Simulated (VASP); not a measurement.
# H2CO in VASP: notebook

Runs on H2CO. Level: PBE+D3(BJ). Tasks: single point.

Everything below comes from runs of VASP 6.6.1. Logs are shortened: lines on timing, memory, paths and dates and some standing lists are left out, and cuts for length are marked.

### 1 The cell of the first run

The cell holds a disordered packing, 32 atoms: a = 8.754 Å, b = 8.754 Å, c = 8.754 Å, α = 90.00°, β = 90.00°, γ = 90.00°.

### 2 Single point, PBE+D3(BJ)

File INCAR:

```
SYSTEM = H2CO
PREC     = Accurate       ! precision mode
ENCUT    = 520            ! plane-wave cutoff, eV
EDIFF    = 1E-7           ! SCF threshold, eV
ISMEAR   = -1             ! smearing method
SIGMA    = 0.002          ! smearing width, eV
LREAL    = Auto         
LASPH    = .TRUE.         ! aspherical terms in the spheres
NELM     = 60             ! most SCF steps
ALGO     = Normal         ! electronic algorithm
ISIF     = 2              ! what is computed and relaxed
LWAVE    = .FALSE.        ! write WAVECAR
LCHARG   = .FALSE.        ! write CHGCAR
GGA      = PE             ! functional
IVDW     = 12             ! dispersion correction
NBANDS   = 70             ! bands
```

File KPOINTS:

```
Automatic mesh
0
G
  1 1 1
  0 0 0
```

File POSCAR:

```
H2CO
1.0
    8.7538210000      0.0000000000      0.0000000000
    0.0000000000      8.7538210000      0.0000000000
    0.0000000000      0.0000000000      8.7538210000
C O H
8 8 16
Direct
    0.5406553321      0.7555900446      0.5461386519
    0.3406512425      0.2035568239      0.4227868036
    0.2805403492      0.8912907860      0.8160893397
    0.1539898977      0.5997952209      0.4082788533
    0.6073119384      0.6812796378      0.1397561134
    0.7716287550      0.2942486487      0.1335873786
    0.2764507065      0.4293096695      0.9299367670
    0.9330668288      0.0826610460      0.6975353963
    0.4161839727      0.7086276953      0.5510736397
    0.6697646662      0.7826410890      0.5535068629
    0.3176441465      0.0740819352      0.4562236308
    0.3568270359      0.3349508746      0.4073421195
    0.1823318069      0.8295577440      0.7501981135
    0.3894299415      0.9524526490      0.8630973834
    0.1172516550      0.5284777927      0.5160603581
    0.1768941814      0.6712154612      0.3001089467
    0.6506644356      0.6418568531      0.0373665397
    0.6428392813      0.6061581565      0.2331667508
    0.4733247344      0.6815423802      0.1449995379
    0.6306617419      0.8080014430      0.1767456748
    0.8178714187      0.2340920611      0.2396439224
    0.7206338809      0.4005907820      0.1702913505
    0.6795546768      0.2252502079      0.0791083117
    0.8661132093      0.3059349740      0.0461626986
    0.3726829690      0.3782234067      0.9971759761
    0.1936640011      0.3335800446      0.9107679949
    0.2987495403      0.4590109850      0.8113942472
    0.2293626977      0.5274839410      0.9910872064
    0.9875458957      0.1571428066      0.7894495444
    0.8123195574      0.1045029365      0.7035213537
    0.9473577310     -0.0281477083      0.7419617102
    0.9765449853      0.1119282654      0.5840192528
```

Potentials or basis: VASP PAW PBE potentials, release 64 (C, O, H).

Launch:

```sh
> cat potpaw_PBE.64/C/POTCAR potpaw_PBE.64/O/POTCAR potpaw_PBE.64/H/POTCAR > POTCAR
> mpirun -np 1 vasp_gam > vasp.out
```

OUTCAR:

```text
SYSTEM = H2CO
   PREC = Accurate
   ENCUT = 520
   EDIFF = 1E-7
   ISMEAR = -1
   LREAL = Auto
   LASPH = .TRUE.
   NELM = 60
   ISIF = 2
   GGA = PE
   IVDW = 12
 IVDW          = 12

 ion  position               nearest neighbor table
   1  0.541  0.756  0.546-  10 1.16   9 1.17
   2  0.341  0.204  0.423-  12 1.17  11 1.19
   3  0.281  0.891  0.816-  13 1.17  14 1.17
   4  0.154  0.600  0.408-  16 1.15  15 1.18
   5  0.607  0.681  0.140-  17 1.03  18 1.09  20 1.17  19 1.17
   6  0.772  0.294  0.134-  22 1.08  23 1.11  24 1.13  21 1.14
   7  0.276  0.429  0.930-  27 1.09  28 1.09  26 1.12  25 1.12
   8  0.933  0.083  0.698-  31 1.05  30 1.08  32 1.09  29 1.14
   9  0.416  0.709  0.551-   1 1.17
  10  0.670  0.783  0.554-   1 1.16
  11  0.318  0.074  0.456-   2 1.19
  12  0.357  0.335  0.407-   2 1.17
  13  0.182  0.830  0.750-   3 1.17
  14  0.389  0.952  0.863-   3 1.17
[... 16 lines left out ...]
  31  0.947  0.972  0.742-   8 1.05
  32  0.977  0.112  0.584-   8 1.09

  LATTYP: Found a simple cubic cell.
 ALAT       =     8.7538210000

  Lattice vectors:

 A1 = (   8.7538210000,   0.0000000000,   0.0000000000)
 A2 = (   0.0000000000,   8.7538210000,   0.0000000000)
 A3 = (   0.0000000000,   0.0000000000,   8.7538210000)

Analysis of symmetry for initial positions (statically):
=====================================================================
 Subroutine PRICEL returns:
 Original cell was already a primitive cell.

 Routine SETGRP: Setting up the symmetry group for a
 simple cubic supercell.

 Subroutine GETGRP returns: Found  1 space group operations
 (whereof  1 operations were pure point group operations)
 out of a pool of 48 trial point group operations.

The static configuration has the point symmetry C_1 .

Analysis of symmetry for dynamics (positions and initial velocities):
=====================================================================
 Subroutine PRICEL returns:
 Original cell was already a primitive cell.

 Routine SETGRP: Setting up the symmetry group for a
 simple cubic supercell.

 Subroutine GETGRP returns: Found  1 space group operations
 (whereof  1 operations were pure point group operations)
 out of a pool of 48 trial point group operations.

The dynamic configuration has the point symmetry C_1 .

 Subroutine INISYM returns: Found  1 space group operations
 (whereof  1 operations are pure point group operations),
 and found     1 'primitive' translations

----------------------------------------------------------------------------------------

                                     Primitive cell

  volume of cell :     670.7999

  direct lattice vectors                    reciprocal lattice vectors
     8.753821000  0.000000000  0.000000000     0.114235829  0.000000000  0.000000000
     0.000000000  8.753821000  0.000000000     0.000000000  0.114235829  0.000000000
     0.000000000  0.000000000  8.753821000     0.000000000  0.000000000  0.114235829

  length of vectors
     8.753821000  8.753821000  8.753821000     0.114235829  0.114235829  0.114235829

  position of ions in fractional coordinates (direct lattice)
     0.540655332  0.755590045  0.546138652
     0.340651243  0.203556824  0.422786804
     0.280540349  0.891290786  0.816089340
     0.153989898  0.599795221  0.408278853
     0.607311938  0.681279638  0.139756113
     0.771628755  0.294248649  0.133587379
[... 24 lines left out ...]
     0.947357731  0.971852292  0.741961710
     0.976544985  0.111928265  0.584019253

  ion indices of the primitive-cell ions
   primitive index   ion index
                 1           1
                 2           2
                 3           3
                 4           4
                 5           5
                 6           6
[... 24 lines left out ...]
                31          31
                32          32

----------------------------------------------------------------------------------------

 KPOINTS: Automatic mesh

Automatic generation of k-mesh.
 Grid dimensions read from file:
 generate k-points for:    1    1    1

 Generating k-lattice:

  Cartesian coordinates                     Fractional coordinates (reciprocal lattice)
     0.114235829  0.000000000  0.000000000     1.000000000  0.000000000  0.000000000
     0.000000000  0.114235829  0.000000000     0.000000000  1.000000000  0.000000000
     0.000000000  0.000000000  0.114235829     0.000000000  0.000000000  1.000000000

  Length of vectors
     0.114235829  0.114235829  0.114235829

  Shift w.r.t. Gamma in fractional coordinates (k-lattice)
     0.000000000  0.000000000  0.000000000

 Subroutine IBZKPT returns following result:
 ===========================================

 Found      1 irreducible k-points:

 Following reciprocal coordinates:
            Coordinates               Weight
  0.000000  0.000000  0.000000      1.000000
   k-points           NKPTS =      1   k-points in BZ     NKDIM =      1   number of bands    NBANDS=     70
   number of dos      NEDOS =    301   number of ions     NIONS =     32
   total plane-waves  NPLWV = 343000
   dimension x,y,z NGX =    70 NGY =   70 NGZ =   70
   dimension x,y,z NGXF=   140 NGYF=  140 NGZF=  140
   ions per type =               8   8  16
   NGX,Y,Z   is equivalent  to a cutoff of  13.29, 13.29, 13.29 a.u.
   NGXF,Y,Z  is equivalent  to a cutoff of  26.59, 26.59, 26.59 a.u.
 SYSTEM =  H2CO
   PREC   = accura    normal or accurate (medium, high low for compatibility)
   ISTART =      0    job   : 0-new  1-cont  2-samecut
   ICHARG =      2    charge: 1-file 2-atom 10-const
   ISPIN  =      1    spin polarized calculation?
   LNONCOLLINEAR =      F non collinear calculations
   LSORBIT =      F    spin-orbit coupling
   LASPH  =      T    aspherical Exc in radial PAW
   ENCUT  =  520.0 eV  38.22 Ry    6.18 a.u.  16.28 16.28 16.28*2*pi/ulx,y,z
   NELM   =     60;   NELMIN=  2; NELMDL= -5     # of ELM steps
   EDIFF  = 0.1E-06   stopping-criterion for ELM
   LREAL  =      T    real-space projection
   EDIFFG = 0.1E-05   stopping-criterion for IOM
   NSW    =      0    number of steps for IOM
   IBRION =     -1    ionic relax: 0-MD 1-quasi-New 2-CG
   NFREE  =      0    steps in history (QN), initial steepest desc. (CG)
   ISIF   =      2    stress and relaxation
   ISYM   =      2    0-nonsym 1-usesym 2-fastsym
   POTIM  = 0.5000    time-step for ionic-motion
   TEBEG  =    0.0;   TEEND  =   0.0 temperature during run
   PSTRESS=    0.0 pullay stress
   NELECT =      96.0000    total number of electrons
   NUPDOWN=      -1.0000    fix difference up-down
   EMIN   =  10.00;   EMAX   =-10.00  energy-range for DOS
   EFERMI =   0.00;   METHOD = LEGACY
   ISMEAR =    -1;   SIGMA  =   0.00  broadening in eV -4-tet -1-fermi 0-gaus
   EFERMI_NEDOS =   21; number of points for ismear=-14 and -15
   IALGO  =     38    algorithm
   IMIX   =      4    mixing-type and parameters
     AMIX     =   0.40;   BMIX     =  1.00
     AMIX_MAG =   1.60;   BMIX_MAG =  1.00
  volume/ion in A,a.u.               =      20.96       141.46
  Fermi-wavevector in a.u.,A,eV,Ry     =   0.856316  1.618203  9.976849  0.733278
  Thomas-Fermi vector in A             =   1.973200
   LORBIT       =      0    0 simple, 1 ext, 2 COOP (PROOUT), +10 PAW based schemes
   GGA     = PE    functional components
   LHFCALC =     F    Hartree Fock is set to
   AEXX    =    0.0000 exact exchange contribution
   IVDW    =    12    specifies the selected vdW correction
   LEPSILON=     F    determine dielectric tensor
   LRPA    =     F    only Hartree local field effects (RPA)
 non-spin polarized calculation
  energy-cutoff  :      520.00
  volume of cell :      670.80
 maximum number of plane-waves:      8971
 NGX is ok and might be reduce to    70
   NGX = 33   NGY = 33   NGZ = 33

 number of electron      96.0000000 magnetization

 Free energy of the ion-electron system (eV)
  ---------------------------------------------------
  ext. energy  EPLUGINS =         0.00000000
  ---------------------------------------------------
  free energy    TOTEN  =      -187.09291834 eV

  energy without entropy =     -187.09291834  energy(sigma->0) =     -187.09291834

 E-fermi :  -6.3503     XC(G=0):  -4.9757

 val. band max:       -6.4367488861   @ k =   0.0000   0.0000   0.0000
 cond. band min:      -0.1552764638   @ k =   0.0000   0.0000   0.0000
 fundamental gap:      6.2814724223
 Fermi energy:        -6.3503449316

 k-point     1 :       0.0000    0.0000    0.0000
  band No.  band energies     occupation
      1     -27.3043      2.00000
      2     -27.2695      2.00000
      3     -27.0479      2.00000
      4     -26.9000      2.00000
      5     -26.2339      2.00000
      6     -26.1556      2.00000
[... 52 lines left out ...]
     59       2.2573      0.00000
     60       2.3468      0.00000
 [bands above 60 left out]

------------------------ aborting loop because EDIFF is reached ----------------------------------------

 Edisp (eV)   -0.80411

 E8    (eV) :    -0.1827

  FORCE on cell =-STRESS in cart. coord.  units (eV):
  Direction    XX          YY          ZZ          XY          YZ          ZX
  --------------------------------------------------------------------------------------
  -------------------------------------------------------------------------------------
  Total       3.19371     0.41218    -0.58918     0.85047    -1.24723    -1.61212
  in kB       7.62804     0.98447    -1.40722     2.03131    -2.97896    -3.85049
  external pressure =        2.40 kB  Pullay stress =        0.00 kB

 VOLUME and BASIS-vectors are now :
 -----------------------------------------------------------------------------
  energy-cutoff  :      520.00
  volume of cell :      670.80
      direct lattice vectors                 reciprocal lattice vectors
     8.753821000  0.000000000  0.000000000     0.114235829  0.000000000  0.000000000
     0.000000000  8.753821000  0.000000000     0.000000000  0.114235829  0.000000000
     0.000000000  0.000000000  8.753821000     0.000000000  0.000000000  0.114235829

 POSITION                                       TOTAL-FORCE (eV/Angst)
 -----------------------------------------------------------------------------------
      4.73280      6.61430      4.78080        -0.367206     -1.105059      0.506882
      2.98200      1.78190      3.70100        -0.599577     -1.472529      1.295199
      2.45580      7.80220      7.14390         0.246580     -0.202948     -1.094690
      1.34800      5.25050      3.57400        -1.186728     -1.180662      1.926399
      5.31630      5.96380      1.22340        -3.134950      2.637724      3.459129
      6.75470      2.57580      1.16940         0.697540     -1.356266      0.029105
[... 24 lines left out ...]
      8.29300      8.50742      6.49500         0.458248     -1.631050     -0.240803
      8.54850      0.97980      5.11240         0.186478     -0.421412      0.123693
 -----------------------------------------------------------------------------------
    total drift:                               -0.001814     -0.009286      0.011213

  FREE ENERGIE OF THE ION-ELECTRON SYSTEM (eV)
  ---------------------------------------------------
  free  energy   TOTEN  =      -187.8970243414 eV

  energy  without entropy=     -187.8970243414  energy(sigma->0) =     -187.89702434
```

It took 92 s on 1 thread of AMD EPYC 7R13 (Zen 3), shared host; peak memory 0.62 GiB.

What came out:

```yaml
Free_energy: -187.8970 eV
Pressure: 0.2 GPa
Largest_force: 5.362 eV/Å
Band_gap_on_the_k_mesh: 6.28 eV
Dispersion_energy_per_atom: -0.025 eV
```

Forces on the atoms (eV/Å):
```
C   -0.367 -1.105  0.507
C   -0.600 -1.473  1.295
C    0.247 -0.203 -1.095
C   -1.187 -1.181  1.926
C   -3.135  2.638  3.459
C    0.698 -1.356  0.029
C   -0.264 -1.370  0.134
C    0.364  2.120  1.244
O   -1.375  0.048 -0.284
O    1.958  1.061 -0.244
O    0.339  0.667 -0.664
O    0.414  0.700 -0.675
O   -0.907 -0.433  0.247
O    0.676  0.563  0.931
O    0.183 -0.101  0.164
O    0.787  1.325 -2.097
H    0.815 -0.305 -2.100
H    0.142  0.069  0.080
H    1.834 -0.351 -0.461
H    0.264 -1.878 -0.943
H   -0.452  0.416 -1.108
H    0.148  0.472 -0.109
H    0.403  0.085  0.350
H   -0.738  0.219  0.822
H   -0.260  0.532 -0.724
H   -0.028  0.606  0.665
H    0.796  0.383 -0.107
H   -0.252 -0.146  0.025
H   -0.378 -0.291 -1.020
H   -0.767  0.342 -0.131
H    0.458 -1.631 -0.241
H    0.186 -0.421  0.124
```

Caveat: the k points lie up to 0.72 Å⁻¹ apart; the atoms stand as in a frame of molecular dynamics.

(Part 1 of 2 ends here.)
